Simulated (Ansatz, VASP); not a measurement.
**One calculation of Si2Mo, two programs**

```
CELL_PARAMETERS angstrom
-1.60000 1.60000 3.93050
1.60000 -1.60000 3.93050
1.60000 1.60000 -3.93050
ATOMIC_POSITIONS crystal
Si 0.33300 0.33300 0.00000
Si 0.66700 0.66700 0.00000
Mo 0.00000 0.00000 0.00000
```

Alike in both runs: task single point; functional PBEsol; k mesh 12 × 12 × 12; occupations fermi-dirac, width 0.1 eV; no spin polarisation.

|  | VASP | Ansatz |
| --- | --- | --- |
| version | VASP 6.6.1 | Ansatz 0.2.0 |
| potentials or method | VASP PAW PBE potentials, release 64 (Si, Mo_sv) | plane waves, PAW |
| plane-wave cutoff (eV) | 520 | 420 |
| valence electrons in the cell | 22 | 22 |

|  | VASP | Ansatz | Ansatz less VASP |
| --- | --- | --- | --- |
| gap on the k mesh at the Fermi level (eV) | none | none | - |
| pressure (GPa) | -2.3 | -2.7 | -0.37 |
| traceless stress, the component that is largest in VASP (GPa) | -0.78 | -0.79 | -0.012 |
| rms of the force components (eV/Å) | 0.151 | 0.153 | +0.0021 |

VASP's potentials were made for PBE, not for PBEsol. Atom by atom the forces differ by 0.002 eV/Å (rms over components). A gap of «none» marks a metal or a gap that the smearing closes. With one functional, cell and mesh, what is left measures potentials, basis and numerics.
